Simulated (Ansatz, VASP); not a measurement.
# Two plane-wave programs on Al2Au

File POSCAR:

```
Al2Au
1.0
    0.0065700000      2.9964300000      2.9644100000
    2.9991400000      0.0136400000      2.9573500000
    3.0396200000      3.0298500000     -0.0268400000
Al Au
2 1
Direct
    0.3025585942      0.2546025453      0.1837868626
    0.7680600000      0.7266100000      0.7436800000
    0.9971400000      0.9727200000      0.0173000000
```

File INCAR.step1:

```
PREC = Accurate
ENCUT = 550
ISMEAR = -1
SIGMA = 0.02
LREAL = False
LASPH = True
NELM = 120
NBANDS = 16
GGA = PE
ALGO = Normal
EDIFF = 1E-5
LWAVE = True
LCHARG = False
GGA_COMPAT = False
```

INCAR.step2

```
PREC = Accurate
ENCUT = 550
EDIFF = 1E-6
ISMEAR = -1
SIGMA = 0.02
LREAL = False
LASPH = True
NELM = 120
ALGO = Normal
ISIF = 2
LWAVE = False
LCHARG = True
METAGGA = R2SCAN
LMIXTAU = True
IVDW = 12
VDW_S6 = 1.0
VDW_S8 = 0.78981345
VDW_A1 = 0.49484001
VDW_A2 = 5.73083694
LELF = True
LVHAR = True
NBANDS = 16
ISTART = 1
GGA_COMPAT = False
```

KPOINTS

```
regular mesh
0
Gamma
  5 5 5
```

Input for Ansatz:

```yaml
crystal:
  lattice:
    - [0.00657, 2.99643, 2.96441]
    - [2.99914, 0.01364, 2.95735]
    - [3.03962, 3.02985, -0.02684]
  atoms:
    - { symbol: Al, position: [0.3025585942344608, 0.25460254533910065, 0.18378686263663524] }
    - { symbol: Al, position: [0.76806, 0.72661, 0.74368] }
    - { symbol: Au, position: [0.99714, 0.97272, 0.0173] }
basis:
  ecutwfc: 650.0
  xc_grid: 2
kpoints:
  mp_grid:
    grid: [5, 5, 5]
hamiltonian:
  xc: r2scan
  dispersion: d3bj
scf:
  convergence:
    dr2_threshold: 1.0e-09
  occupations:
    method: fermi_dirac
    width: 0.02
output:
  forces: true
  stress: true
```

Alike in both runs: task single point; functional r2SCAN; dispersion D3(BJ); k mesh 5 × 5 × 5; occupations fermi-dirac, width 0.02 eV; no spin polarisation.

|  | VASP | Ansatz |
| --- | --- | --- |
| version | VASP 6.6.1 | Ansatz 0.2.0 |
| potentials or method | VASP PAW PBE potentials, release 64 (Al, Au), cutoff 550 eV | plane waves, PAW |
| valence electrons in the cell | 17 | 25 |

```csv
,VASP,Ansatz,Ansatz less VASP
pressure (GPa),1.5,1.8,+0.31
"traceless stress, the component that is largest in VASP (GPa)",-4.93,-4.95,-0.018
rms of the force components (eV/Å),0.716,0.717,+0.0014
```

VASP's potentials were made for PBE, not for r2SCAN. Atom by atom the forces differ by 0.002 eV/Å (rms over components). VASP's potentials hold 17 valence electrons a cell and Ansatz's 25, so a difference there can come from the potentials and not from the codes. Ansatz's warnings: dispersion damping borrowed, stress scf threshold loose.

The k mesh is coarse, so the values compare programs but aren't converged. Neither program's run includes spin-orbit coupling.
